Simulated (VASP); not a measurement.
# TePb (CsCl type) (Pm-3m) in VASP: a series of runs

Runs on TePb (CsCl type). Level: PBE. Tasks: single point, relaxation of cell and atoms.

Program: VASP 6.6.1. These are calculated values, not measurements. Logs are shortened: lines on timing, memory, paths and dates and some standing lists are left out, and cuts for length are marked.

### Step 1. The cell of the first run

It takes space group Pm-3m (No. 221, cubic). Conventional cell: a = 3.422 Å, b = 3.422 Å, c = 3.422 Å, α = 90.00°, β = 90.00°, γ = 90.00°. Within 3.9 Å of Pb (site symmetry m-3m) lie 8 Te at 2.96 Å and 6 Pb at 3.42 Å. Te (site symmetry m-3m) has 8 Pb at 2.96 Å and 6 Te at 3.42 Å within 3.9 Å.

### Step 2. Single point, PBE

Input file INCAR:

```
ALGO = Normal
EDIFF = 1E-6
ENCUT = 520
GGA = PE
ISIF = 2
ISMEAR = -1
LASPH = T
LCHARG = F
LREAL = F
LWAVE = F
NBANDS = 17
NELM = 100
PREC = Accurate
SIGMA = 0.08
```

Input file KPOINTS:

```
k-points
0
Gamma
  13 13 13
```

Input file POSCAR:

```
TePb
1.0
    3.4217802460      0.0000000000      0.0000000000
    0.0000000000      3.4217802460      0.0000000000
    0.0000000000      0.0000000000      3.4217802460
Pb Te
1 1
Direct
    0.0000000000      0.0000000000      0.0000000000
    0.5000000000      0.5000000000      0.5000000000
```

Potentials or basis: VASP PAW PBE potentials, release 64 (Pb_d, Te).

On the command line:

```console
$ cat potpaw_PBE.64/Pb_d/POTCAR potpaw_PBE.64/Te/POTCAR > POTCAR
$ mpirun -np 1 vasp_std > vasp.out
```

OUTCAR:

```text
EDIFF = 1E-6
   ENCUT = 520
   GGA = PE
   ISIF = 2
   ISMEAR = -1
   LASPH = T
   LREAL = F
   NELM = 100
   PREC = Accurate

 ion  position               nearest neighbor table
   1  0.000  0.000  0.000-   2 2.96   2 2.96   2 2.96   2 2.96   2 2.96   2 2.96   2 2.96   2 2.96

   2  0.500  0.500  0.500-   1 2.96   1 2.96   1 2.96   1 2.96   1 2.96   1 2.96   1 2.96   1 2.96

  LATTYP: Found a simple cubic cell.
 ALAT       =     3.4217802460

  Lattice vectors:

 A1 = (   3.4217802460,   0.0000000000,   0.0000000000)
 A2 = (   0.0000000000,   3.4217802460,   0.0000000000)
 A3 = (   0.0000000000,   0.0000000000,   3.4217802460)

Analysis of symmetry for initial positions (statically):
=====================================================================
 Subroutine PRICEL returns:
 Original cell was already a primitive cell.

 Routine SETGRP: Setting up the symmetry group for a
 simple cubic supercell.

 Subroutine GETGRP returns: Found 48 space group operations
 (whereof 48 operations were pure point group operations)
 out of a pool of 48 trial point group operations.

The static configuration has the point symmetry O_h .

Analysis of symmetry for dynamics (positions and initial velocities):
=====================================================================
 Subroutine PRICEL returns:
 Original cell was already a primitive cell.

 Routine SETGRP: Setting up the symmetry group for a
 simple cubic supercell.

 Subroutine GETGRP returns: Found 48 space group operations
 (whereof 48 operations were pure point group operations)
 out of a pool of 48 trial point group operations.

The dynamic configuration has the point symmetry O_h .

 Subroutine INISYM returns: Found 48 space group operations
 (whereof 48 operations are pure point group operations),
 and found     1 'primitive' translations

----------------------------------------------------------------------------------------

                                     Primitive cell

  volume of cell :      40.0642

  direct lattice vectors                    reciprocal lattice vectors
     3.421780246  0.000000000  0.000000000     0.292245535  0.000000000  0.000000000
     0.000000000  3.421780246  0.000000000     0.000000000  0.292245535  0.000000000
     0.000000000  0.000000000  3.421780246     0.000000000  0.000000000  0.292245535

  length of vectors
     3.421780246  3.421780246  3.421780246     0.292245535  0.292245535  0.292245535

  position of ions in fractional coordinates (direct lattice)
     0.000000000  0.000000000  0.000000000
     0.500000000  0.500000000  0.500000000

  ion indices of the primitive-cell ions
   primitive index   ion index
                 1           1
                 2           2

----------------------------------------------------------------------------------------

 KPOINTS: k-points

Automatic generation of k-mesh.
 Grid dimensions read from file:
 generate k-points for:   13   13   13

 Generating k-lattice:

  Cartesian coordinates                     Fractional coordinates (reciprocal lattice)
     0.022480426  0.000000000  0.000000000     0.076923077  0.000000000  0.000000000
     0.000000000  0.022480426  0.000000000     0.000000000  0.076923077  0.000000000
     0.000000000  0.000000000  0.022480426     0.000000000  0.000000000  0.076923077

  Length of vectors
     0.022480426  0.022480426  0.022480426

  Shift w.r.t. Gamma in fractional coordinates (k-lattice)
     0.000000000  0.000000000  0.000000000

 Subroutine IBZKPT returns following result:
 ===========================================

 Found     84 irreducible k-points:

 Following reciprocal coordinates:
            Coordinates               Weight
  0.000000  0.000000  0.000000      1.000000
  0.076923  0.000000  0.000000      6.000000
  0.153846  0.000000  0.000000      6.000000
  0.230769  0.000000  0.000000      6.000000
  0.307692  0.000000  0.000000      6.000000
  0.384615  0.000000  0.000000      6.000000
[... 16 lines left out ...]
  0.307692  0.307692  0.000000     12.000000
  0.384615  0.307692  0.000000     24.000000
 [... further k-points ...]
   k-points           NKPTS =     84   k-points in BZ     NKDIM =     84   number of bands    NBANDS=     17
   number of dos      NEDOS =    301   number of ions     NIONS =      2
   total plane-waves  NPLWV =  21952
   dimension x,y,z NGX =    28 NGY =   28 NGZ =   28
   dimension x,y,z NGXF=    56 NGYF=   56 NGZF=   56
   ions per type =               1   1
   NGX,Y,Z   is equivalent  to a cutoff of  13.60, 13.60, 13.60 a.u.
   NGXF,Y,Z  is equivalent  to a cutoff of  27.21, 27.21, 27.21 a.u.
 SYSTEM =  unknown system
   PREC   = accura    normal or accurate (medium, high low for compatibility)
   ISTART =      0    job   : 0-new  1-cont  2-samecut
   ICHARG =      2    charge: 1-file 2-atom 10-const
   ISPIN  =      1    spin polarized calculation?
   LNONCOLLINEAR =      F non collinear calculations
   LSORBIT =      F    spin-orbit coupling
   LASPH  =      T    aspherical Exc in radial PAW
   ENCUT  =  520.0 eV  38.22 Ry    6.18 a.u.   6.36  6.36  6.36*2*pi/ulx,y,z
   NELM   =    100;   NELMIN=  2; NELMDL= -5     # of ELM steps
   EDIFF  = 0.1E-05   stopping-criterion for ELM
   LREAL  =      F    real-space projection
   EDIFFG = 0.1E-04   stopping-criterion for IOM
   NSW    =      0    number of steps for IOM
   IBRION =     -1    ionic relax: 0-MD 1-quasi-New 2-CG
   NFREE  =      0    steps in history (QN), initial steepest desc. (CG)
   ISIF   =      2    stress and relaxation
   ISYM   =      2    0-nonsym 1-usesym 2-fastsym
   POTIM  = 0.5000    time-step for ionic-motion
   TEBEG  =    0.0;   TEEND  =   0.0 temperature during run
   PSTRESS=    0.0 pullay stress
   NELECT =      20.0000    total number of electrons
   NUPDOWN=      -1.0000    fix difference up-down
   EMIN   =  10.00;   EMAX   =-10.00  energy-range for DOS
   EFERMI =   0.00;   METHOD = LEGACY
   ISMEAR =    -1;   SIGMA  =   0.08  broadening in eV -4-tet -1-fermi 0-gaus
   EFERMI_NEDOS =   21; number of points for ismear=-14 and -15
   IALGO  =     38    algorithm
   IMIX   =      4    mixing-type and parameters
     AMIX     =   0.40;   BMIX     =  1.00
     AMIX_MAG =   1.60;   BMIX_MAG =  1.00
  volume/ion in A,a.u.               =      20.03       135.18
  Fermi-wavevector in a.u.,A,eV,Ry     =   1.298672  2.454134 22.946882  1.686548
  Thomas-Fermi vector in A             =   2.429985
   LORBIT       =      0    0 simple, 1 ext, 2 COOP (PROOUT), +10 PAW based schemes
   GGA     = PE    functional components
   LHFCALC =     F    Hartree Fock is set to
   AEXX    =    0.0000 exact exchange contribution
   IVDW    =     0    specifies the selected vdW correction
   LEPSILON=     F    determine dielectric tensor
   LRPA    =     F    only Hartree local field effects (RPA)
 non-spin polarized calculation
  energy-cutoff  :      520.00
  volume of cell :       40.06
 maximum number of plane-waves:      1093
 NGX is ok and might be reduce to    28
   NGX = 13   NGY = 13   NGZ = 13

 number of electron      19.9999995 magnetization

 Free energy of the ion-electron system (eV)
  ---------------------------------------------------
  ext. energy  EPLUGINS =         0.00000000
  ---------------------------------------------------
  free energy    TOTEN  =        -4.49963627 eV

  energy without entropy =       -4.48093184  energy(sigma->0) =       -4.49028406

 E-fermi :  13.2879     XC(G=0): -12.0099

 val. band max:       13.2004942357   @ k =   0.4615   0.0769   0.0000
 cond. band min:      13.2940669852   @ k =   0.4615   0.2308   0.0000
 fundamental gap:      0.0935727494
 Fermi energy:        13.2879489913

 k-point     1 :       0.0000    0.0000    0.0000
  band No.  band energies     occupation
      1      -4.5183      2.00000
      2      -4.5183      2.00000
      3      -4.1523      2.00000
      4      -4.1523      2.00000
      5      -4.1523      2.00000
      6      -3.1741      2.00000
[... 9 lines left out ...]
     16      24.7188      0.00000
     17      24.7188      0.00000

 k-point     2 :       0.0769    0.0000    0.0000
  band No.  band energies     occupation
      1      -4.5169      2.00000
      2      -4.5015      2.00000
      3      -4.1617      2.00000
      4      -4.1617      2.00000
      5      -4.1519      2.00000
      6      -3.0930      2.00000
[... 9 lines left out ...]
     16      24.2418      0.00000
     17      24.5370      0.00000

 k-point     3 :       0.1538    0.0000    0.0000
  band No.  band energies     occupation
      1      -4.5128      2.00000
      2      -4.4561      2.00000
      3      -4.1874      2.00000
      4      -4.1874      2.00000
      5      -4.1509      2.00000
      6      -2.8487      2.00000
[... 9 lines left out ...]
     16      23.2884      0.00000
     17      24.6290      0.00000

 k-point     4 :       0.2308    0.0000    0.0000
  band No.  band energies     occupation
      1      -4.5072      2.00000
      2      -4.3946      2.00000
      3      -4.2233      2.00000
      4      -4.2233      2.00000
      5      -4.1495      2.00000
      6      -2.4418      2.00000
[... 9 lines left out ...]
     16      22.3023      0.00000
     17      25.0697      0.00000

 k-point     5 :       0.3077    0.0000    0.0000
  band No.  band energies     occupation
      1      -4.5011      2.00000
      2      -4.3314      2.00000
      3      -4.2609      2.00000
      4      -4.2609      2.00000
      5      -4.1479      2.00000
      6      -1.8812      2.00000
[... 9 lines left out ...]
     16      22.3150      0.00000
     17      25.7552      0.00000

 k-point     6 :       0.3846    0.0000    0.0000
  band No.  band energies     occupation
      1      -4.4961      2.00000
      2      -4.2917      2.00000
      3      -4.2917      2.00000
      4      -4.2802      2.00000
      5      -4.1466      2.00000
      6      -1.1988      2.00000
[... 9 lines left out ...]
     16      24.5974      0.00000
     17      26.1575      0.00000

 k-point     7 :       0.4615    0.0000    0.0000
  band No.  band energies     occupation
      1      -4.4932      2.00000
      2      -4.3089      2.00000
      3      -4.3089      2.00000
      4      -4.2516      2.00000
      5      -4.1459      2.00000
      6      -0.5403      2.00000
[... 9 lines left out ...]
     16      26.1084      0.00000
     17      27.0116      0.00000

 k-point     8 :       0.0769    0.0769    0.0000
  band No.  band energies     occupation
      1      -4.5078      2.00000
      2      -4.4919      2.00000
      3      -4.1731      2.00000
      4      -4.1636      2.00000
      5      -4.1586      2.00000
      6      -3.0101      2.00000
[... 9 lines left out ...]
     16      24.0210      0.00000
     17      24.1811      0.00000
[... 203 lines left out ...]
      1      -4.4430      2.00000
      2      -4.3634      2.00000
      3      -4.3027      2.00000
      4      -4.2229      2.00000
      5      -4.2007      2.00000
      6      -1.6564      2.00000
[... 9 lines left out ...]
     16      22.7512      0.00000
     17      23.1357      0.00000

 k-point    20 :       0.3077    0.2308    0.0000
  band No.  band energies     occupation
      1      -4.4328      2.00000
      2      -4.4214      2.00000
      3      -4.2475      2.00000
      4      -4.2375      2.00000
      5      -4.2030      2.00000
      6      -1.0768      2.00000
[... 9 lines left out ...]
     16      22.7083      0.00000
     17      23.4400      0.00000

 k-point    21 :       0.3846    0.2308    0.0000
  band No.  band energies     occupation
      1      -4.4769      2.00000
      2      -4.4161      2.00000
      3      -4.2728      2.00000
      4      -4.1997      2.00000
      5      -4.1818      2.00000
      6      -0.3778      2.00000
[... 9 lines left out ...]
     16      23.5434      0.00000
     17      24.3221      0.00000

 k-point    22 :       0.4615    0.2308    0.0000
  band No.  band energies     occupation
      1      -4.5030      2.00000
      2      -4.4112      2.00000
      3      -4.2875      2.00000
      4      -4.1975      2.00000
      5      -4.1502      2.00000
      6       0.3019      2.00000
[... 9 lines left out ...]
     16      23.9006      0.00000
     17      24.4821      0.00000

 k-point    23 :       0.3077    0.3077    0.0000
  band No.  band energies     occupation
      1      -4.5043      2.00000
      2      -4.4034      2.00000
      3      -4.2460      2.00000
      4      -4.2266      2.00000
      5      -4.1720      2.00000
      6      -0.4907      2.00000
[... 9 lines left out ...]
     16      23.2630      0.00000
     17      23.7605      0.00000

 k-point    24 :       0.3846    0.3077    0.0000
  band No.  band energies     occupation
      1      -4.5623      2.00000
      2      -4.3893      2.00000
      3      -4.2629      2.00000
      4      -4.2277      2.00000
      5      -4.1144      2.00000
      6       0.2093      2.00000
[... 9 lines left out ...]
     16      23.9494      0.00000
     17      24.6261      0.00000

 [... further k-points ...]

------------------------ aborting loop because EDIFF is reached ----------------------------------------

  FORCE on cell =-STRESS in cart. coord.  units (eV):
  Direction    XX          YY          ZZ          XY          YZ          ZX
  --------------------------------------------------------------------------------------
  -------------------------------------------------------------------------------------
  Total       13.4982247     13.4982247     13.4982247      0.0000000     -0.0000000      0.0000000
  in kB      539.7975273    539.7975273    539.7975273      0.0000000     -0.0000000      0.0000000
  external PRESSURE =     539.7975273 kB  Pullay stress =       0.0000000 kB

 VOLUME and BASIS-vectors are now :
 -----------------------------------------------------------------------------
  energy-cutoff  :      520.00
  volume of cell :       40.06
      direct lattice vectors                 reciprocal lattice vectors
     3.421780246  0.000000000  0.000000000     0.292245535  0.000000000  0.000000000
     0.000000000  3.421780246  0.000000000     0.000000000  0.292245535  0.000000000
     0.000000000  0.000000000  3.421780246     0.000000000  0.000000000  0.292245535

 POSITION                                       TOTAL-FORCE (eV/Angst)
 -----------------------------------------------------------------------------------
      0.00000      0.00000      0.00000         0.000000      0.000000      0.000000
      1.71089      1.71089      1.71089         0.000000      0.000000      0.000000
 -----------------------------------------------------------------------------------
    total drift:                               -0.000000      0.000000     -0.000000

  FREE ENERGIE OF THE ION-ELECTRON SYSTEM (eV)
  ---------------------------------------------------
  free  energy   TOTEN  =        -4.4996362749 eV

  energy  without entropy=       -4.4809318378  energy(sigma->0) =       -4.49028406
```

Wall time 21 s (1 thread of Intel Xeon 6975P-C (Granite Rapids), shared host); peak memory 0.2 GiB.

What came out:

| Quantity | Value |
| --- | --- |
| Free energy | -4.4996 eV |
| Pressure | 54.0 GPa |
| Band gap on the k mesh | zero (bands 10 and 11 overlap by 3.88 eV) |

Levels at points of the mesh, in eV from the Fermi level:
| k point | band 8 | band 9 | band 10 | band 11 | band 12 | band 13 |
| --- | --- | --- | --- | --- | --- | --- |
| (0.00, 0.00, 0.00) | -3.05 | -3.05 | -3.05 | 3.12 | 3.12 | 9.03 |

Caveat: the cell stands under pressure; spin-orbit coupling is left out, which moves the levels of the heavy elements.

### Step 3. Single point, PBE

Input file INCAR:

```
SYSTEM = TePb
PREC = Accurate
ENCUT = 520
EDIFF = 1E-7
ISMEAR = -1
SIGMA = 0.08
LREAL = .FALSE.
LASPH = .TRUE.
NELM = 100
ALGO = Normal
ISIF = 2
LWAVE = .FALSE.
LCHARG = .FALSE.
GGA = PE
NBANDS = 17
```

Input file KPOINTS:

```
regular mesh
0
G
  13 13 13
  0 0 0
```

POSCAR is that of step 2.

Potentials or basis: VASP PAW PBE potentials, release 64 (Pb_d, Te).

On the command line:

```console
$ cat potpaw_PBE.64/Pb_d/POTCAR potpaw_PBE.64/Te/POTCAR > POTCAR
$ mpirun -np 1 vasp_std > vasp.out
```

It took 25 s on 1 thread of Intel Xeon 6975P-C (Granite Rapids), shared host; peak memory 0.19 GiB.

The run converged. Its results:

```yaml
Free_energy: -4.4996 eV
Pressure: 54.0 GPa
Band_gap_on_the_k_mesh: zero (bands 10 and 11 overlap by 3.88 eV)
```

Levels at points of the mesh, in eV from the Fermi level:
```tsv
k point	band 7	band 8	band 9	band 10	band 11	band 12	band 13	band 14
(0.00, 0.00, 0.00)	-4.95	-3.05	-3.05	-3.05	3.12	3.12	9.03	9.03
```

Caveat: the cell stands under pressure; spin-orbit coupling is left out, which moves the levels of the heavy elements.

### Step 4. Relaxation of cell and atoms, PBE, target pressure 54 GPa, at which the enthalpy is minimised

Input file INCAR:

```
SYSTEM = TePb
ALGO = Normal
EDIFF = 1E-7
EDIFFG = -0.005
ENCUT = 600
GGA = PE
IBRION = 2
ISIF = 3
ISMEAR = -1
LASPH = .TRUE.
LCHARG = .FALSE.
LREAL = .FALSE.
LWAVE = .FALSE.
NELM = 100
NSW = 32
PREC = Accurate
PSTRESS = 540.0
SIGMA = 0.08
```

Input file KPOINTS:

```
k-points
0
G
  13 13 13
  0 0 0
```

POSCAR is that of step 3.

On the command line:

```console
$ cat potpaw_PBE.64/Pb_d/POTCAR potpaw_PBE.64/Te/POTCAR > POTCAR
$ mpirun -np 1 vasp_std > vasp.out
```

It took 22 s on 1 thread of Intel Xeon 6975P-C (Granite Rapids), shared host; peak memory 0.2 GiB.

It converged, with:

```
Free energy             : -4.4999 eV
Pressure after relaxing : 54.0 GPa
Band gap on the k mesh  : zero (bands 10 and 11 overlap by 3.88 eV)
```

Final structure:
```
Pb Te
1.0
     3.42178    0.00000    0.00000
     0.00000    3.42178    0.00000
     0.00000    0.00000    3.42178
Pb Te
1 1
Direct
  0.00000 0.00000 0.00000
  0.50000 0.50000 0.50000
```

Levels at points of the mesh, in eV from the Fermi level:
| k point | band 7 | band 8 | band 9 | band 10 | band 11 | band 12 | band 13 | band 14 |
| --- | --- | --- | --- | --- | --- | --- | --- | --- |
| (0.00, 0.00, 0.00) | -4.95 | -3.05 | -3.05 | -3.05 | 3.12 | 3.12 | 9.03 | 9.03 |

Caveat: the relaxation stopped at its first step, so nothing moved; the cell is relaxed towards a set pressure, so the run minimises the enthalpy, not the energy; spin-orbit coupling is left out, which moves the levels of the heavy elements.

The gap in the log of VASP goes by the Fermi energy; the results here count the filled bands.